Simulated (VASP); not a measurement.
# CdSe (F-43m) in VASP: notebook, part 2 of 2

VASP 6.6.1.

## 3. Single point, LDA

This run uses another cell than the first one, of 27.11 Å³/atom.

File INCAR:

```
SYSTEM = CdSe
ALGO = Normal
EDIFF = 1E-6
ENCUT = 520
GGA = CA
ISIF = 2
ISMEAR = 0
LASPH = .TRUE.
LCHARG = .FALSE.
LREAL = .FALSE.
LWAVE = .FALSE.
NBANDS = 16
NELM = 60
PREC = Accurate
SIGMA = 0.01
```

File KPOINTS:

```
k-points
0
G
  10 10 10
  0 0 0
```

File POSCAR:

```
CdSe
1.0
    0.0000000000      3.0039378305      3.0039378305
    3.0039378305      0.0000000000      3.0039378305
    3.0039378305      3.0039378305      0.0000000000
Cd Se
1 1
Direct
    0.0000000000      0.0000000000      0.0000000000
    0.2500000000      0.2500000000      0.2500000000
```

Potentials or basis: VASP PAW LDA potentials, release 64 (Cd, Se).

Started as:

```bash
cat potpaw_LDA.64/Cd/POTCAR potpaw_LDA.64/Se/POTCAR > POTCAR
mpirun -np 1 vasp_std > vasp.out
```

OUTCAR:

```text
SYSTEM = CdSe
   EDIFF = 1E-6
   ENCUT = 520
   GGA = CA
   ISIF = 2
   ISMEAR = 0
   LASPH = .TRUE.
   LREAL = .FALSE.
   NELM = 60
   PREC = Accurate

 ion  position               nearest neighbor table
   1  0.000  0.000  0.000-   2 2.60   2 2.60   2 2.60   2 2.60
   2  0.250  0.250  0.250-   1 2.60   1 2.60   1 2.60   1 2.60

  LATTYP: Found a face centered cubic cell.
 ALAT       =     6.0078756610

  Lattice vectors:

 A1 = (   0.0000000000,   3.0039378305,   3.0039378305)
 A2 = (   3.0039378305,   0.0000000000,   3.0039378305)
 A3 = (   3.0039378305,   3.0039378305,   0.0000000000)

Analysis of symmetry for initial positions (statically):
=====================================================================
 Subroutine PRICEL returns:
 Original cell was already a primitive cell.

 Routine SETGRP: Setting up the symmetry group for a
 face centered cubic supercell.

 Subroutine GETGRP returns: Found 24 space group operations
 (whereof 24 operations were pure point group operations)
 out of a pool of 48 trial point group operations.

The static configuration has the point symmetry T_d .

Analysis of symmetry for dynamics (positions and initial velocities):
=====================================================================
 Subroutine PRICEL returns:
 Original cell was already a primitive cell.

 Routine SETGRP: Setting up the symmetry group for a
 face centered cubic supercell.

 Subroutine GETGRP returns: Found 24 space group operations
 (whereof 24 operations were pure point group operations)
 out of a pool of 48 trial point group operations.

The dynamic configuration has the point symmetry T_d .

 Subroutine INISYM returns: Found 24 space group operations
 (whereof 24 operations are pure point group operations),
 and found     1 'primitive' translations

----------------------------------------------------------------------------------------

                                     Primitive cell

  volume of cell :      54.2129

  direct lattice vectors                    reciprocal lattice vectors
     0.000000000  3.003937830  3.003937830    -0.166448185  0.166448185  0.166448185
     3.003937830  0.000000000  3.003937830     0.166448185 -0.166448185  0.166448185
     3.003937830  3.003937830  0.000000000     0.166448185  0.166448185 -0.166448185

  length of vectors
     4.248209620  4.248209620  4.248209620     0.288296713  0.288296713  0.288296713

  position of ions in fractional coordinates (direct lattice)
     0.000000000  0.000000000  0.000000000
     0.250000000  0.250000000  0.250000000

  ion indices of the primitive-cell ions
   primitive index   ion index
                 1           1
                 2           2

----------------------------------------------------------------------------------------

 KPOINTS: k-points

Automatic generation of k-mesh.
 Grid dimensions read from file:
 generate k-points for:   10   10   10

 Generating k-lattice:

  Cartesian coordinates                     Fractional coordinates (reciprocal lattice)
    -0.016644819  0.016644819  0.016644819     0.100000000  0.000000000  0.000000000
     0.016644819 -0.016644819  0.016644819     0.000000000  0.100000000  0.000000000
     0.016644819  0.016644819 -0.016644819     0.000000000  0.000000000  0.100000000

  Length of vectors
     0.028829671  0.028829671  0.028829671

  Shift w.r.t. Gamma in fractional coordinates (k-lattice)
     0.000000000  0.000000000  0.000000000

 Subroutine IBZKPT returns following result:
 ===========================================

 Found     47 irreducible k-points:

 Following reciprocal coordinates:
            Coordinates               Weight
  0.000000  0.000000  0.000000      1.000000
  0.100000  0.000000  0.000000      8.000000
  0.200000  0.000000  0.000000      8.000000
  0.300000  0.000000  0.000000      8.000000
  0.400000  0.000000  0.000000      8.000000
  0.500000  0.000000  0.000000      4.000000
[... 16 lines left out ...]
  0.300000  0.300000  0.000000      6.000000
  0.400000  0.300000  0.000000     24.000000
 [... further k-points ...]
   k-points           NKPTS =     47   k-points in BZ     NKDIM =     47   number of bands    NBANDS=     16
   number of dos      NEDOS =    301   number of ions     NIONS =      2
   total plane-waves  NPLWV =  32768
   dimension x,y,z NGX =    32 NGY =   32 NGZ =   32
   dimension x,y,z NGXF=    64 NGYF=   64 NGZF=   64
   ions per type =               1   1
   NGX,Y,Z   is equivalent  to a cutoff of  12.52, 12.52, 12.52 a.u.
   NGXF,Y,Z  is equivalent  to a cutoff of  25.05, 25.05, 25.05 a.u.
 SYSTEM =  CdSe
   PREC   = accura    normal or accurate (medium, high low for compatibility)
   ISTART =      0    job   : 0-new  1-cont  2-samecut
   ICHARG =      2    charge: 1-file 2-atom 10-const
   ISPIN  =      1    spin polarized calculation?
   LNONCOLLINEAR =      F non collinear calculations
   LSORBIT =      F    spin-orbit coupling
   LASPH  =      T    aspherical Exc in radial PAW
   ENCUT  =  520.0 eV  38.22 Ry    6.18 a.u.   7.90  7.90  7.90*2*pi/ulx,y,z
   NELM   =     60;   NELMIN=  2; NELMDL= -5     # of ELM steps
   EDIFF  = 0.1E-05   stopping-criterion for ELM
   LREAL  =      F    real-space projection
   EDIFFG = 0.1E-04   stopping-criterion for IOM
   NSW    =      0    number of steps for IOM
   IBRION =     -1    ionic relax: 0-MD 1-quasi-New 2-CG
   NFREE  =      0    steps in history (QN), initial steepest desc. (CG)
   ISIF   =      2    stress and relaxation
   ISYM   =      2    0-nonsym 1-usesym 2-fastsym
   POTIM  = 0.5000    time-step for ionic-motion
   TEBEG  =    0.0;   TEEND  =   0.0 temperature during run
   PSTRESS=    0.0 pullay stress
   NELECT =      18.0000    total number of electrons
   NUPDOWN=      -1.0000    fix difference up-down
   EMIN   =  10.00;   EMAX   =-10.00  energy-range for DOS
   EFERMI =   0.00;   METHOD = LEGACY
   ISMEAR =     0;   SIGMA  =   0.01  broadening in eV -4-tet -1-fermi 0-gaus
   EFERMI_NEDOS =   21; number of points for ismear=-14 and -15
   IALGO  =     38    algorithm
   IMIX   =      4    mixing-type and parameters
     AMIX     =   0.40;   BMIX     =  1.00
     AMIX_MAG =   1.60;   BMIX_MAG =  1.00
  volume/ion in A,a.u.               =      27.11       182.92
  Fermi-wavevector in a.u.,A,eV,Ry     =   1.133613  2.142218 17.484546  1.285078
  Thomas-Fermi vector in A             =   2.270316
   LORBIT       =      0    0 simple, 1 ext, 2 COOP (PROOUT), +10 PAW based schemes
   GGA     = CA    functional components
   LHFCALC =     F    Hartree Fock is set to
   AEXX    =    0.0000 exact exchange contribution
   IVDW    =     0    specifies the selected vdW correction
   LEPSILON=     F    determine dielectric tensor
   LRPA    =     F    only Hartree local field effects (RPA)
 non-spin polarized calculation
 Gauss-broadening in eV      SIGMA  =   0.01
  energy-cutoff  :      520.00
  volume of cell :       54.21
 maximum number of plane-waves:      1476
   NGX = 15   NGY = 15   NGZ = 15

 number of electron      17.9999994 magnetization

 Free energy of the ion-electron system (eV)
  ---------------------------------------------------
  ext. energy  EPLUGINS =         0.00000000
  ---------------------------------------------------
  free energy    TOTEN  =        -6.76231721 eV

  energy without entropy =       -6.76231721  energy(sigma->0) =       -6.76231721

 E-fermi :   1.1778     XC(G=0):  -9.4548

 val. band max:        1.1212046583   @ k =   0.0000   0.0000   0.0000
 cond. band min:       1.5598816939   @ k =   0.0000   0.0000   0.0000
 fundamental gap:      0.4386770356
 Fermi energy:         1.1777931740

 k-point     1 :       0.0000    0.0000    0.0000
  band No.  band energies     occupation
      1     -11.7415      2.00000
      2      -6.9668      2.00000
      3      -6.9668      2.00000
      4      -6.9668      2.00000
      5      -6.5457      2.00000
      6      -6.5457      2.00000
[... 8 lines left out ...]
     15      12.2988      0.00000
     16      12.2988      0.00000
[... 419 lines left out ...]
 k-point    24 :       0.4000    0.3000    0.0000
  band No.  band energies     occupation
      1     -11.3035      2.00000
      2      -6.7857      2.00000
      3      -6.7482      2.00000
      4      -6.7048      2.00000
      5      -6.4956      2.00000
      6      -6.3790      2.00000
[... 8 lines left out ...]
     15      13.4158      0.00000
     16      14.8832      0.00000

 [... further k-points ...]

------------------------ aborting loop because EDIFF is reached ----------------------------------------

  FORCE on cell =-STRESS in cart. coord.  units (eV):
  Direction    XX          YY          ZZ          XY          YZ          ZX
  --------------------------------------------------------------------------------------
  -------------------------------------------------------------------------------------
  Total        0.1636965      0.1636965      0.1636965     -0.0000000     -0.0000000      0.0000000
  in kB        4.8377913      4.8377913      4.8377913     -0.0000000     -0.0000000      0.0000000
  external PRESSURE =       4.8377913 kB  Pullay stress =       0.0000000 kB

 VOLUME and BASIS-vectors are now :
 -----------------------------------------------------------------------------
  energy-cutoff  :      520.00
  volume of cell :       54.21
      direct lattice vectors                 reciprocal lattice vectors
     0.000000000  3.003937830  3.003937830    -0.166448185  0.166448185  0.166448185
     3.003937830  0.000000000  3.003937830     0.166448185 -0.166448185  0.166448185
     3.003937830  3.003937830  0.000000000     0.166448185  0.166448185 -0.166448185

 POSITION                                       TOTAL-FORCE (eV/Angst)
 -----------------------------------------------------------------------------------
      0.00000      0.00000      0.00000        -0.000000     -0.000000     -0.000000
      1.50197      1.50197      1.50197         0.000000      0.000000      0.000000
 -----------------------------------------------------------------------------------
    total drift:                                0.000000      0.000000     -0.000000

  FREE ENERGIE OF THE ION-ELECTRON SYSTEM (eV)
  ---------------------------------------------------
  free  energy   TOTEN  =        -6.7623172089 eV

  energy  without entropy=       -6.7623172089  energy(sigma->0) =       -6.76231721
```

OSZICAR:

```text
N       E                     dE             d eps       ncg     rms          rms(c)
DAV:   1     0.110611974664E+03    0.11061E+03   -0.87947E+03  1512   0.102E+03
DAV:   2    -0.288965621261E+01   -0.11350E+03   -0.10688E+03  1824   0.253E+02
DAV:   3    -0.711431509886E+01   -0.42247E+01   -0.42181E+01  1848   0.508E+01
DAV:   4    -0.713278825910E+01   -0.18473E-01   -0.18472E-01  1816   0.333E+00
DAV:   5    -0.713290433474E+01   -0.11608E-03   -0.11607E-03  1904   0.228E-01    0.675E+00
DAV:   6    -0.679314970252E+01    0.33975E+00   -0.50941E-01  2240   0.931E+00    0.523E+00
DAV:   7    -0.676555772766E+01    0.27592E-01   -0.12356E-01  1856   0.247E+00    0.218E+00
DAV:   8    -0.676261927715E+01    0.29385E-02   -0.13221E-02  1728   0.145E+00    0.217E-01
DAV:   9    -0.676232698431E+01    0.29229E-03   -0.13747E-03  1872   0.519E-01    0.420E-02
DAV:  10    -0.676231303082E+01    0.13953E-04   -0.11559E-04  1800   0.148E-01    0.329E-02
DAV:  11    -0.676231760185E+01   -0.45710E-05   -0.16759E-05  1864   0.355E-02    0.117E-02
DAV:  12    -0.676231720888E+01    0.39298E-06   -0.12224E-06  1200   0.163E-02
   1 F= -.67623172E+01 E0= -.67623172E+01  d E =-.209533E-18
```

Run time: 38 s. Hardware: 1 thread of Intel Xeon 8259CL, shared host; peak memory 0.18 GiB.

Results:

```yaml
Free_energy: -6.7623 eV
Pressure: 0.5 GPa
Band_gap_on_the_k_mesh: 0.44 eV
```

Levels at points of the mesh, in eV from the valence-band top:
```
           k point  band 7  band 8  band 9  band 10  band 11  band 12
(0.00, 0.00, 0.00)    0.00    0.00    0.00     0.44     5.80     5.80
(0.50, 0.00, 0.00)   -4.70   -0.82   -0.82     2.24     6.32     6.32
(0.50, 0.50, 0.00)   -4.33   -2.02   -2.02     2.87     3.64     9.06
```

Caveat: semilocal functionals underestimate gaps, and a narrow one can read as zero.
